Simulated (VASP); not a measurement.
Input of a VASP 6.6.1 run:

The input INCAR:

```
SYSTEM = Ti
PREC = Accurate
ENCUT = 520
EDIFF = 1E-6
ISMEAR = 0
SIGMA = 0.15
LREAL = .FALSE.
LASPH = .TRUE.
NELM = 80
ALGO = Fast
ISIF = 2
LWAVE = .FALSE.
LCHARG = .FALSE.
GGA = PS
NBANDS = 12
```

File KPOINTS:

```
regular mesh
0
G
  20 20 20
  0 0 0
```

File POSCAR:

```
Ti
1.0
   -1.6637718523      1.6637718523      1.5247028984
    1.6637718523     -1.6637718523      1.5247028984
    1.5461289865      1.5461289865     -1.5247028984
Ti
1
Direct
    0.0000000000      0.0000000000      0.0000000000
```

Potentials or basis: VASP PAW PBE potentials, release 64 (Ti_sv).

Run with:

```sh
$ cat potpaw_PBE.64/Ti_sv/POTCAR > POTCAR
$ mpirun -np 1 vasp_std > vasp.out
```

Task: What does it give for the pressure?

Result: 6.1 GPa.

Task: What does it give for the band gap on the k mesh?

Result: Zero (band 6 reaches 10.01 eV, above the bottom of band 7 at 8.40 eV).

Stress tensor (GPa, compression positive):
```
6.52 2.86 0.00
2.86 6.52 0.00
0.00 0.00 5.17
```

Caveat: the cell differs from its parent crystal (engineering shear strain xy -0.0733, normal strain along z -0.0500); the PAW data sets were made with another functional, which shifts forces and pressure a little.
